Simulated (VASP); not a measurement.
# Ca (P4/mmm) in VASP: notebook

Runs on Ca. Level: LDA. Tasks: single point.

Program: VASP 6.6.1. These are calculated values, not measurements. Logs are shortened: lines on timing, memory, paths and dates and some standing lists are left out, and cuts for length are marked.

## (1) The cell of the first run

The structure is tetragonal, space group P4/mmm (No. 123). Conventional cell: a = 3.314 Å, b = 3.314 Å, c = 3.663 Å, α = 90.00°, β = 90.00°, γ = 90.00°. Ca (site symmetry 4/mmm) has 6 Ca at 3.31 to 3.66 Å within 4.4 Å.

## (2) Single point, LDA (strain -0.050 along x and y, +0.050 along z)

INCAR reads:

```
PREC     = Accurate       # precision mode
ENCUT    = 520            # plane-wave cutoff, eV
EDIFF    = 1E-7           # SCF threshold, eV
ISMEAR   = 0              # smearing method
SIGMA    = 0.15           # smearing width, eV
LREAL    = False          # projectors in reciprocal space
LASPH    = True           # aspherical terms in the spheres
NELM     = 80             # most SCF steps
ALGO     = Normal         # electronic algorithm
ISIF     = 2              # what is computed and relaxed
LWAVE    = False          # write WAVECAR
LCHARG   = False          # write CHGCAR
NBANDS   = 11             # bands
```

KPOINTS reads:

```
Automatic mesh
0
Gamma
  14 14 14
```

POSCAR reads:

```
Ca
1.0
    3.3142235230      0.0000000000      0.0000000000
    0.0000000000      3.3142235230      0.0000000000
    0.0000000000      0.0000000000      3.6630891570
Ca
1
Direct
    0.0000000000      0.0000000000      0.0000000000
```

Potentials or basis: VASP PAW LDA potentials, release 64 (Ca_sv).

Started as:

```sh
$ cat potpaw_LDA.64/Ca_sv/POTCAR > POTCAR
$ mpirun -np 1 vasp_std > vasp.out
```

OUTCAR:

```text
PREC = Accurate
   ENCUT = 520
   EDIFF = 1E-7
   ISMEAR = 0
   LREAL = False
   LASPH = True
   NELM = 80
   ISIF = 2

 ion  position               nearest neighbor table
   1  0.000  0.000  0.000-

  LATTYP: Found a simple tetragonal cell.
 ALAT       =     3.3142235230
 C/A-ratio  =     1.1052631579

  Lattice vectors:

 A1 = (   3.3142235230,   0.0000000000,   0.0000000000)
 A2 = (   0.0000000000,   3.3142235230,   0.0000000000)
 A3 = (   0.0000000000,   0.0000000000,   3.6630891570)

Analysis of symmetry for initial positions (statically):
=====================================================================
 Subroutine PRICEL returns:
 Original cell was already a primitive cell.

 Routine SETGRP: Setting up the symmetry group for a
 simple tetragonal supercell.

 Subroutine GETGRP returns: Found 16 space group operations
 (whereof 16 operations were pure point group operations)
 out of a pool of 16 trial point group operations.

The static configuration has the point symmetry D_4h.

Analysis of symmetry for dynamics (positions and initial velocities):
=====================================================================
 Subroutine PRICEL returns:
 Original cell was already a primitive cell.

 Routine SETGRP: Setting up the symmetry group for a
 simple tetragonal supercell.

 Subroutine GETGRP returns: Found 16 space group operations
 (whereof 16 operations were pure point group operations)
 out of a pool of 16 trial point group operations.

The dynamic configuration has the point symmetry D_4h.

 Subroutine INISYM returns: Found 16 space group operations
 (whereof 16 operations are pure point group operations),
 and found     1 'primitive' translations

----------------------------------------------------------------------------------------

                                     Primitive cell

  volume of cell :      40.2357

  direct lattice vectors                    reciprocal lattice vectors
     3.314223523  0.000000000  0.000000000     0.301729800  0.000000000  0.000000000
     0.000000000  3.314223523  0.000000000     0.000000000  0.301729800  0.000000000
     0.000000000  0.000000000  3.663089157     0.000000000  0.000000000  0.272993628

  length of vectors
     3.314223523  3.314223523  3.663089157     0.301729800  0.301729800  0.272993628

  position of ions in fractional coordinates (direct lattice)
     0.000000000  0.000000000  0.000000000

  ion indices of the primitive-cell ions
   primitive index   ion index
                 1           1

----------------------------------------------------------------------------------------

 KPOINTS: Automatic mesh

Automatic generation of k-mesh.
 Grid dimensions read from file:
 generate k-points for:   14   14   14

 Generating k-lattice:

  Cartesian coordinates                     Fractional coordinates (reciprocal lattice)
     0.021552129  0.000000000  0.000000000     0.071428571  0.000000000  0.000000000
     0.000000000  0.021552129  0.000000000     0.000000000  0.071428571  0.000000000
     0.000000000  0.000000000  0.019499545     0.000000000  0.000000000  0.071428571

  Length of vectors
     0.021552129  0.021552129  0.019499545

  Shift w.r.t. Gamma in fractional coordinates (k-lattice)
     0.000000000  0.000000000  0.000000000

 Subroutine IBZKPT returns following result:
 ===========================================

 Found    288 irreducible k-points:

 Following reciprocal coordinates:
            Coordinates               Weight
  0.000000  0.000000  0.000000      1.000000
  0.071429  0.000000  0.000000      4.000000
  0.142857  0.000000  0.000000      4.000000
  0.214286  0.000000  0.000000      4.000000
  0.285714  0.000000  0.000000      4.000000
  0.357143  0.000000  0.000000      4.000000
[... 16 lines left out ...]
  0.285714  0.214286  0.000000      8.000000
  0.357143  0.214286  0.000000      8.000000
 [... further k-points ...]
   k-points           NKPTS =    288   k-points in BZ     NKDIM =    288   number of bands    NBANDS=     11
   number of dos      NEDOS =    301   number of ions     NIONS =      1
   total plane-waves  NPLWV =  21952
   dimension x,y,z NGX =    28 NGY =   28 NGZ =   28
   dimension x,y,z NGXF=    56 NGYF=   56 NGZF=   56
   ions per type =               1
   NGX,Y,Z   is equivalent  to a cutoff of  14.05, 14.05, 12.71 a.u.
   NGXF,Y,Z  is equivalent  to a cutoff of  28.09, 28.09, 25.42 a.u.
 SYSTEM =  unknown system
   PREC   = accura    normal or accurate (medium, high low for compatibility)
   ISTART =      0    job   : 0-new  1-cont  2-samecut
   ICHARG =      2    charge: 1-file 2-atom 10-const
   ISPIN  =      1    spin polarized calculation?
   LNONCOLLINEAR =      F non collinear calculations
   LSORBIT =      F    spin-orbit coupling
   LASPH  =      T    aspherical Exc in radial PAW
   ENCUT  =  520.0 eV  38.22 Ry    6.18 a.u.   6.16  6.16  6.81*2*pi/ulx,y,z
   NELM   =     80;   NELMIN=  2; NELMDL= -5     # of ELM steps
   EDIFF  = 0.1E-06   stopping-criterion for ELM
   LREAL  =      F    real-space projection
   EDIFFG = 0.1E-05   stopping-criterion for IOM
   NSW    =      0    number of steps for IOM
   IBRION =     -1    ionic relax: 0-MD 1-quasi-New 2-CG
   NFREE  =      0    steps in history (QN), initial steepest desc. (CG)
   ISIF   =      2    stress and relaxation
   ISYM   =      2    0-nonsym 1-usesym 2-fastsym
   POTIM  = 0.5000    time-step for ionic-motion
   TEBEG  =    0.0;   TEEND  =   0.0 temperature during run
   PSTRESS=    0.0 pullay stress
   NELECT =      10.0000    total number of electrons
   NUPDOWN=      -1.0000    fix difference up-down
   EMIN   =  10.00;   EMAX   =-10.00  energy-range for DOS
   EFERMI =   0.00;   METHOD = LEGACY
   ISMEAR =     0;   SIGMA  =   0.15  broadening in eV -4-tet -1-fermi 0-gaus
   EFERMI_NEDOS =   21; number of points for ismear=-14 and -15
   IALGO  =     38    algorithm
   IMIX   =      4    mixing-type and parameters
     AMIX     =   0.40;   BMIX     =  1.00
     AMIX_MAG =   1.60;   BMIX_MAG =  1.00
  volume/ion in A,a.u.               =      40.24       271.52
  Fermi-wavevector in a.u.,A,eV,Ry     =   1.029290  1.945076 14.414531  1.059438
  Thomas-Fermi vector in A             =   2.163330
   LORBIT       =      0    0 simple, 1 ext, 2 COOP (PROOUT), +10 PAW based schemes
   GGA     = CA    functional components
   LHFCALC =     F    Hartree Fock is set to
   AEXX    =    0.0000 exact exchange contribution
   IVDW    =     0    specifies the selected vdW correction
   LEPSILON=     F    determine dielectric tensor
   LRPA    =     F    only Hartree local field effects (RPA)
 non-spin polarized calculation
 Gauss-broadening in eV      SIGMA  =   0.15
  energy-cutoff  :      520.00
  volume of cell :       40.24
 maximum number of plane-waves:      1112
 NGX is ok and might be reduce to    28
   NGX = 13   NGY = 13   NGZ = 13

 number of electron      10.0000000 magnetization

 number of electron       9.9999999 magnetization

 Free energy of the ion-electron system (eV)
  ---------------------------------------------------
  ext. energy  EPLUGINS =         0.00000000
  ---------------------------------------------------
  free energy    TOTEN  =        -1.78308130 eV

  energy without entropy =       -1.77278422  energy(sigma->0) =       -1.77793276

 E-fermi :   1.8121     XC(G=0):  -8.0855

 val. band max:        1.8075746164   @ k =   0.5000   0.2143   0.5000
 cond. band min:       1.8142492802   @ k =   0.2857   0.1429   0.5000
 fundamental gap:      0.0066746638
 Fermi energy:         1.8120595215

 k-point     1 :       0.0000    0.0000    0.0000
  band No.  band energies     occupation
      1     -39.7417      2.00000
      2     -20.9499      2.00000
      3     -20.8585      2.00000
      4     -20.8585      2.00000
      5      -2.0711      2.00000
      6       2.5200      0.00000
      7       2.5237      0.00000
      8       6.0233      0.00000
      9       6.0233      0.00000
     10       6.3342      0.00000
     11       9.3353      0.00000

 k-point     2 :       0.0714    0.0000    0.0000
  band No.  band energies     occupation
      1     -39.7398      2.00000
      2     -20.9481      2.00000
      3     -20.8776      2.00000
      4     -20.8569      2.00000
      5      -1.9873      2.00000
      6       2.5488      0.00000
      7       2.5713      0.00000
      8       5.8776      0.00000
      9       6.0314      0.00000
     10       6.2381      0.00000
     11       9.5316      0.00000

 k-point     3 :       0.1429    0.0000    0.0000
  band No.  band energies     occupation
      1     -39.7344      2.00000
      2     -20.9430      2.00000
      3     -20.9308      2.00000
      4     -20.8523      2.00000
      5      -1.7414      2.00000
      6       2.6257      0.00000
      7       2.6984      0.00000
      8       5.5302      0.00000
      9       5.9896      0.00000
     10       6.0541      0.00000
     11      10.0279      0.00000

 k-point     4 :       0.2143    0.0000    0.0000
  band No.  band energies     occupation
      1     -39.7266      2.00000
      2     -21.0068      2.00000
      3     -20.9356      2.00000
      4     -20.8458      2.00000
      5      -1.3484      2.00000
      6       2.7327      0.00000
      7       2.8394      0.00000
      8       5.1241      0.00000
      9       5.6718      0.00000
     10       6.0872      0.00000
     11       8.9535      0.00000
[... 239 lines left out ...]
 k-point    22 :       0.2143    0.2143    0.0000
  band No.  band energies     occupation
      1     -39.7117      2.00000
      2     -20.9965      2.00000
      3     -20.9856      2.00000
      4     -20.9217      2.00000
      5      -0.6676      2.00000
      6       2.9897      0.00000
      7       3.2073      0.00000
      8       4.8701      0.00000
      9       5.0983      0.00000
     10       5.4557      0.00000
     11       9.5587      0.00000

 k-point    23 :       0.2857    0.2143    0.0000
  band No.  band energies     occupation
      1     -39.7032      2.00000
      2     -21.0729      2.00000
      3     -20.9817      2.00000
      4     -20.9137      2.00000
      5      -0.1886      2.00000
      6       2.9761      0.00000
      7       3.3860      0.00000
      8       4.6658      0.00000
      9       4.8630      0.00000
     10       5.4123      0.00000
     11       8.7745      0.00000

 k-point    24 :       0.3571    0.2143    0.0000
  band No.  band energies     occupation
      1     -39.6954      2.00000
      2     -21.1452      2.00000
      3     -20.9738      2.00000
      4     -20.9065      2.00000
      5       0.3725      2.00000
      6       2.7070      0.00000
      7       3.5161      0.00000
      8       4.6108      0.00000
      9       4.6866      0.00000
     10       5.4503      0.00000
     11       8.1418      0.00000

 [... further k-points ...]
[... 5 lines left out ...]
  --------------------------------------------------------------------------------------
  -------------------------------------------------------------------------------------
  Total        0.3363534      0.3363534     -0.9745064      0.0000000      0.0000000      0.0000000
  in kB       13.3935383     13.3935383    -38.8046880      0.0000000      0.0000000      0.0000000
  external PRESSURE =      -4.0058705 kB  Pullay stress =       0.0000000 kB

 VOLUME and BASIS-vectors are now :
 -----------------------------------------------------------------------------
  energy-cutoff  :      520.00
  volume of cell :       40.24
      direct lattice vectors                 reciprocal lattice vectors
     3.314223523  0.000000000  0.000000000     0.301729800  0.000000000  0.000000000
     0.000000000  3.314223523  0.000000000     0.000000000  0.301729800  0.000000000
     0.000000000  0.000000000  3.663089157     0.000000000  0.000000000  0.272993628

 POSITION                                       TOTAL-FORCE (eV/Angst)
 -----------------------------------------------------------------------------------
      0.00000      0.00000      0.00000         0.000000      0.000000      0.000000
 -----------------------------------------------------------------------------------
    total drift:                               -0.000000     -0.000000     -0.000000

  FREE ENERGIE OF THE ION-ELECTRON SYSTEM (eV)
  ---------------------------------------------------
  free  energy   TOTEN  =        -1.7830813016 eV

  energy  without entropy=       -1.7727842239  energy(sigma->0) =       -1.77793276
```

Run time: 42 s. Hardware: 1 thread of Intel Xeon 6975P-C (Granite Rapids), shared host; peak memory 0.24 GiB.

Results:

* Free energy: -1.7831 eV
* Pressure: -0.4 GPa
* Band gap on the k mesh: zero (band 5 reaches 2.31 eV, above the bottom of band 6 at 1.18 eV)

Stress tensor (GPa, compression positive):
```
 1.34  0.00  0.00
 0.00  1.34  0.00
 0.00  0.00 -3.88
```

Caveat: the cell differs from its parent crystal (strain -0.050 along x and y, +0.050 along z).

## (3) Single point, LDA (strain -0.025 along x and y, +0.050 along z)

INCAR reads:

```
SYSTEM = Ca
PREC = Accurate ; ENCUT = 520
EDIFF = 1E-6 ; ISMEAR = 0
SIGMA = 0.15 ; LREAL = .False.
LASPH = .True. ; NELM = 80
ALGO = Fast ; ISIF = 2
LWAVE = .False. ; LCHARG = .True.
LELF = .True. ; LVHAR = .True.
NBANDS = 11
```

KPOINTS reads:

```
Automatic mesh
0
Gamma
  14 14 14
  0 0 0
```

POSCAR reads:

```
Ca
1.0
    3.4014399315      0.0000000000      0.0000000000
    0.0000000000      3.4014399315      0.0000000000
    0.0000000000      0.0000000000      3.6630891570
Ca
1
Direct
    0.0000000000      0.0000000000      0.0000000000
```

Potentials or basis: VASP PAW LDA potentials, release 64 (Ca_sv).

Started as:

```sh
$ cat potpaw_LDA.64/Ca_sv/POTCAR > POTCAR
$ mpirun -np 1 vasp_std > vasp.out
```

Run time: 54 s. Hardware: 1 thread of Intel Xeon 6975P-C (Granite Rapids), shared host; peak memory 0.24 GiB.

The run converged. Its results:

| Item | Value |
| --- | --- |
| Free energy | -1.7926 eV |
| Pressure | -1.1 GPa |
| Band gap on the k mesh | zero (band 5 reaches 2.15 eV, above the bottom of band 6 at 1.04 eV) |

Stress tensor (GPa, compression positive):
```
 0.06  0.00  0.00
 0.00  0.06  0.00
 0.00  0.00 -3.30
```

Levels at points of the mesh, in eV from the Fermi level:
| k point | band 1 | band 2 | band 3 | band 4 | band 5 | band 6 | band 7 | band 8 | band 9 | band 10 |
| --- | --- | --- | --- | --- | --- | --- | --- | --- | --- | --- |
| (0.00, 0.00, 0.00) | -41.67 | -22.88 | -22.82 | -22.82 | -3.84 | 0.71 | 0.72 | 4.02 | 4.02 | 4.24 |
| (0.50, 0.00, 0.00) | -41.64 | -23.11 | -22.85 | -22.79 | -1.05 | -0.27 | 1.31 | 2.44 | 2.92 | 4.16 |
| (0.50, 0.50, 0.00) | -41.62 | -23.08 | -23.08 | -22.83 | -0.46 | 1.19 | 2.79 | 2.79 | 2.84 | 2.84 |
| (0.00, 0.00, 0.50) | -41.66 | -23.03 | -22.81 | -22.81 | -1.55 | -0.60 | 1.05 | 3.11 | 3.11 | 4.31 |
| (0.50, 0.00, 0.50) | -41.63 | -23.10 | -22.99 | -22.78 | -0.36 | 0.67 | 2.21 | 2.41 | 3.11 | 3.42 |
| (0.50, 0.50, 0.50) | -41.61 | -23.06 | -23.06 | -22.96 | 0.34 | 0.80 | 0.80 | 4.68 | 5.04 | 5.55 |

Caveat: the cell differs from its parent crystal (strain -0.025 along x and y, +0.050 along z).

(Part 1 of 2 ends here.)
